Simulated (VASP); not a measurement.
# SrTiO3 (P4/mmm) in VASP: further runs, part 2 of 3

VASP 6.6.1.

### Step 5. Single point, PBE (strain +0.030 along x and y, +0.000 along z)

INCAR reads:

```
ALGO = Normal
EDIFF = 1E-7
ENCUT = 520
GGA = PE
ISIF = 2
ISMEAR = 0
LASPH = True
LCHARG = False
LREAL = False
LWAVE = False
NBANDS = 28
NELM = 60
PREC = Accurate
SIGMA = 0.05
```

KPOINTS reads:

```
k-points
0
Gamma
  8 8 8
```

POSCAR reads:

```
SrTiO3
1.0
    4.0544956752      0.0000000000      0.0000000000
    0.0000000000      4.0544956752      0.0000000000
    0.0000000000      0.0000000000      3.9364035682
Sr Ti O
1 1 3
Direct
    0.0000000000      0.0000000000      0.0000000000
    0.5000000000      0.5000000000      0.5000000000
    0.0000000000      0.5000000000      0.5000000000
    0.5000000000      0.0000000000      0.5000000000
    0.5000000000      0.5000000000      0.0000000000
```

Potentials or basis: VASP PAW PBE potentials, release 64 (Sr_sv, Ti_sv, O).

Command:

```bash
$ cat potpaw_PBE.64/Sr_sv/POTCAR potpaw_PBE.64/Ti_sv/POTCAR potpaw_PBE.64/O/POTCAR > POTCAR
$ mpirun -np 1 vasp_std > vasp.out
```

OUTCAR:

```text
EDIFF = 1E-7
   ENCUT = 520
   GGA = PE
   ISIF = 2
   ISMEAR = 0
   LASPH = True
   LREAL = False
   NELM = 60
   PREC = Accurate

 ion  position               nearest neighbor table
   1  0.000  0.000  0.000-   3 2.83   4 2.83   3 2.83   4 2.83   3 2.83   3 2.83   4 2.83   4 2.83
                             5 2.87   5 2.87   5 2.87   5 2.87   2 3.48   2 3.48   2 3.48   2 3.48
   2  0.500  0.500  0.500-   5 1.97   5 1.97   3 2.03   4 2.03   4 2.03   3 2.03   1 3.48   1 3.48
                             1 3.48   1 3.48   1 3.48   1 3.48   1 3.48   1 3.48
   3  0.000  0.500  0.500-   2 2.03   2 2.03   1 2.83   1 2.83   1 2.83   1 2.83
   4  0.500  0.000  0.500-   2 2.03   2 2.03   1 2.83   1 2.83   1 2.83   1 2.83
   5  0.500  0.500  0.000-   2 1.97   2 1.97   1 2.87   1 2.87   1 2.87   1 2.87

  LATTYP: Found a simple tetragonal cell.
 ALAT       =     4.0544956752
 C/A-ratio  =     0.9708737864

  Lattice vectors:

 A1 = (   4.0544956752,   0.0000000000,   0.0000000000)
 A2 = (   0.0000000000,   4.0544956752,   0.0000000000)
 A3 = (   0.0000000000,   0.0000000000,   3.9364035682)

Analysis of symmetry for initial positions (statically):
=====================================================================
 Subroutine PRICEL returns:
 Original cell was already a primitive cell.

 Routine SETGRP: Setting up the symmetry group for a
 simple tetragonal supercell.

 Subroutine GETGRP returns: Found 16 space group operations
 (whereof 16 operations were pure point group operations)
 out of a pool of 16 trial point group operations.

The static configuration has the point symmetry D_4h.

Analysis of symmetry for dynamics (positions and initial velocities):
=====================================================================
 Subroutine PRICEL returns:
 Original cell was already a primitive cell.

 Routine SETGRP: Setting up the symmetry group for a
 simple tetragonal supercell.

 Subroutine GETGRP returns: Found 16 space group operations
 (whereof 16 operations were pure point group operations)
 out of a pool of 16 trial point group operations.

The dynamic configuration has the point symmetry D_4h.

 Subroutine INISYM returns: Found 16 space group operations
 (whereof 16 operations are pure point group operations),
 and found     1 'primitive' translations

----------------------------------------------------------------------------------------

                                     Primitive cell

  volume of cell :      64.7103

  direct lattice vectors                    reciprocal lattice vectors
     4.054495675  0.000000000  0.000000000     0.246639799  0.000000000  0.000000000
     0.000000000  4.054495675  0.000000000     0.000000000  0.246639799  0.000000000
     0.000000000  0.000000000  3.936403568     0.000000000  0.000000000  0.254038993

  length of vectors
     4.054495675  4.054495675  3.936403568     0.246639799  0.246639799  0.254038993

  position of ions in fractional coordinates (direct lattice)
     0.000000000  0.000000000  0.000000000
     0.500000000  0.500000000  0.500000000
     0.000000000  0.500000000  0.500000000
     0.500000000  0.000000000  0.500000000
     0.500000000  0.500000000  0.000000000

  ion indices of the primitive-cell ions
   primitive index   ion index
                 1           1
                 2           2
                 3           3
                 4           4
                 5           5
[... 23 lines left out ...]
 ===========================================

 Found     75 irreducible k-points:

 Following reciprocal coordinates:
            Coordinates               Weight
  0.000000  0.000000  0.000000      1.000000
  0.125000  0.000000  0.000000      4.000000
  0.250000  0.000000  0.000000      4.000000
  0.375000  0.000000  0.000000      4.000000
  0.500000  0.000000  0.000000      2.000000
  0.125000  0.125000  0.000000      4.000000
[... 16 lines left out ...]
  0.375000  0.125000  0.125000     16.000000
  0.500000  0.125000  0.125000      8.000000
 [... further k-points ...]
   k-points           NKPTS =     75   k-points in BZ     NKDIM =     75   number of bands    NBANDS=     28
   number of dos      NEDOS =    301   number of ions     NIONS =      5
   total plane-waves  NPLWV =  27000
   dimension x,y,z NGX =    30 NGY =   30 NGZ =   30
   dimension x,y,z NGXF=    60 NGYF=   60 NGZF=   60
   ions per type =               1   1   3
   NGX,Y,Z   is equivalent  to a cutoff of  12.30, 12.30, 12.67 a.u.
   NGXF,Y,Z  is equivalent  to a cutoff of  24.60, 24.60, 25.34 a.u.
 SYSTEM =  unknown system
   PREC   = accura    normal or accurate (medium, high low for compatibility)
   ISTART =      0    job   : 0-new  1-cont  2-samecut
   ICHARG =      2    charge: 1-file 2-atom 10-const
   ISPIN  =      1    spin polarized calculation?
   LNONCOLLINEAR =      F non collinear calculations
   LSORBIT =      F    spin-orbit coupling
   LASPH  =      T    aspherical Exc in radial PAW
   ENCUT  =  520.0 eV  38.22 Ry    6.18 a.u.   7.54  7.54  7.32*2*pi/ulx,y,z
   NELM   =     60;   NELMIN=  2; NELMDL= -5     # of ELM steps
   EDIFF  = 0.1E-06   stopping-criterion for ELM
   LREAL  =      F    real-space projection
   EDIFFG = 0.1E-05   stopping-criterion for IOM
   NSW    =      0    number of steps for IOM
   IBRION =     -1    ionic relax: 0-MD 1-quasi-New 2-CG
   NFREE  =      0    steps in history (QN), initial steepest desc. (CG)
   ISIF   =      2    stress and relaxation
   ISYM   =      2    0-nonsym 1-usesym 2-fastsym
   POTIM  = 0.5000    time-step for ionic-motion
   TEBEG  =    0.0;   TEEND  =   0.0 temperature during run
   PSTRESS=    0.0 pullay stress
   NELECT =      40.0000    total number of electrons
   NUPDOWN=      -1.0000    fix difference up-down
   EMIN   =  10.00;   EMAX   =-10.00  energy-range for DOS
   EFERMI =   0.00;   METHOD = LEGACY
   ISMEAR =     0;   SIGMA  =   0.05  broadening in eV -4-tet -1-fermi 0-gaus
   EFERMI_NEDOS =   21; number of points for ismear=-14 and -15
   IALGO  =     38    algorithm
   IMIX   =      4    mixing-type and parameters
     AMIX     =   0.40;   BMIX     =  1.00
     AMIX_MAG =   1.60;   BMIX_MAG =  1.00
  volume/ion in A,a.u.               =      12.94        87.34
  Fermi-wavevector in a.u.,A,eV,Ry     =   1.394560  2.635335 26.460560  1.944796
  Thomas-Fermi vector in A             =   2.518097
   LORBIT       =      0    0 simple, 1 ext, 2 COOP (PROOUT), +10 PAW based schemes
   GGA     = PE    functional components
   LHFCALC =     F    Hartree Fock is set to
   AEXX    =    0.0000 exact exchange contribution
   IVDW    =     0    specifies the selected vdW correction
   LEPSILON=     F    determine dielectric tensor
   LRPA    =     F    only Hartree local field effects (RPA)
 non-spin polarized calculation
 Gauss-broadening in eV      SIGMA  =   0.05
  energy-cutoff  :      520.00
  volume of cell :       64.71
 maximum number of plane-waves:      1777
   NGX = 15   NGY = 15   NGZ = 15

 number of electron      39.9999989 magnetization

 Free energy of the ion-electron system (eV)
  ---------------------------------------------------
  ext. energy  EPLUGINS =         0.00000000
  ---------------------------------------------------
  free energy    TOTEN  =       -39.99253209 eV

  energy without entropy =      -39.99253209  energy(sigma->0) =      -39.99253209

 E-fermi :   3.8895     XC(G=0): -10.8376

 val. band max:        3.5225990987   @ k =   0.5000   0.5000   0.5000
 cond. band min:       5.1775043276   @ k =   0.0000   0.0000   0.0000
 fundamental gap:      1.6549052288
 Fermi energy:         3.8895075238

 k-point     1 :       0.0000    0.0000    0.0000
  band No.  band energies     occupation
      1     -53.2865      2.00000
      2     -29.5484      2.00000
      3     -29.4926      2.00000
      4     -29.4824      2.00000
      5     -29.4824      2.00000
      6     -13.6387      2.00000
[... 733 lines left out ...]
     27      10.8235      0.00000
     28      11.7050      0.00000

 [... further k-points ...]
[... 5 lines left out ...]
  --------------------------------------------------------------------------------------
  -------------------------------------------------------------------------------------
  Total       -3.9714290     -3.9714290     -1.8883911      0.0000000      0.0000000      0.0000000
  in kB      -98.3295572    -98.3295572    -46.7551254      0.0000000      0.0000000      0.0000000
  external PRESSURE =     -81.1380800 kB  Pullay stress =       0.0000000 kB

 VOLUME and BASIS-vectors are now :
 -----------------------------------------------------------------------------
  energy-cutoff  :      520.00
  volume of cell :       64.71
      direct lattice vectors                 reciprocal lattice vectors
     4.054495675  0.000000000  0.000000000     0.246639799  0.000000000  0.000000000
     0.000000000  4.054495675  0.000000000     0.000000000  0.246639799  0.000000000
     0.000000000  0.000000000  3.936403568     0.000000000  0.000000000  0.254038993

 POSITION                                       TOTAL-FORCE (eV/Angst)
 -----------------------------------------------------------------------------------
      0.00000      0.00000      0.00000         0.000000      0.000000      0.000000
      2.02725      2.02725      1.96820         0.000000      0.000000      0.000000
      0.00000      2.02725      1.96820         0.000000      0.000000      0.000000
      2.02725      0.00000      1.96820         0.000000      0.000000      0.000000
      2.02725      2.02725      0.00000         0.000000      0.000000      0.000000
 -----------------------------------------------------------------------------------
    total drift:                                0.000000      0.000000     -0.000000

  FREE ENERGIE OF THE ION-ELECTRON SYSTEM (eV)
  ---------------------------------------------------
  free  energy   TOTEN  =       -39.9925320860 eV

  energy  without entropy=      -39.9925320860  energy(sigma->0) =      -39.99253209
```

OSZICAR:

```text
N       E                     dE             d eps       ncg     rms          rms(c)
DAV:   1     0.426429039316E+03    0.42643E+03   -0.21132E+04  4200   0.157E+03
DAV:   2    -0.502444154864E+01   -0.43145E+03   -0.41197E+03  4828   0.431E+02
[... 11 lines left out ...]
DAV:  14    -0.399925344393E+02    0.14569E-04   -0.33605E-04  5668   0.175E-01    0.340E-02
DAV:  15    -0.399925350970E+02   -0.65761E-06   -0.30873E-05  5692   0.364E-02    0.280E-02
DAV:  16    -0.399925348485E+02    0.24844E-06   -0.23187E-06  5424   0.184E-02    0.266E-02
DAV:  17    -0.399925321112E+02    0.27374E-05   -0.15681E-05  5436   0.305E-02    0.129E-02
DAV:  18    -0.399925320636E+02    0.47523E-07   -0.38540E-06  5120   0.219E-02    0.820E-03
DAV:  19    -0.399925320860E+02   -0.22406E-07   -0.48911E-07  4800   0.794E-03
   1 F= -.39992532E+02 E0= -.39992532E+02  d E =-.477319E-27
```

Wall time 3.9 min (1 thread of Intel Xeon 8259CL, shared host); peak memory 0.27 GiB.

Results:

- Free energy: -39.9925 eV
- Pressure: -8.1 GPa
- Band gap on the k mesh: 1.65 eV (least direct gap 2.05 eV)

Levels at points of the mesh, in eV from the valence-band top:
| k point | band 16 | band 17 | band 18 | band 19 | band 20 | band 21 | band 22 | band 23 | band 24 | band 25 |
| --- | --- | --- | --- | --- | --- | --- | --- | --- | --- | --- |
| (0.00, 0.00, 0.00) | -1.08 | -0.98 | -0.41 | -0.41 | -0.40 | 1.65 | 1.70 | 1.70 | 3.62 | 3.82 |
| (0.50, 0.00, 0.00) | -2.10 | -2.04 | -1.76 | -0.74 | -0.72 | 1.83 | 3.27 | 3.28 | 3.77 | 5.66 |
| (0.50, 0.50, 0.00) | -2.44 | -1.78 | -1.60 | -1.60 | -0.15 | 3.28 | 3.28 | 3.67 | 4.77 | 7.22 |
| (0.00, 0.00, 0.50) | -2.36 | -2.28 | -1.76 | -0.76 | -0.76 | 1.81 | 3.52 | 3.52 | 3.63 | 5.78 |
| (0.50, 0.00, 0.50) | -2.55 | -1.77 | -1.45 | -1.44 | -0.08 | 3.27 | 3.52 | 3.84 | 4.48 | 7.45 |
| (0.50, 0.50, 0.50) | -3.59 | -3.36 | -0.05 | 0.00 | 0.00 | 3.85 | 4.00 | 4.00 | 6.53 | 6.64 |

Caveat: the cell differs from its parent crystal (strain +0.030 along x and y, +0.000 along z); the cell stands under tension. A k mesh can miss the band edges.

(Continued in part 3 of 3.)
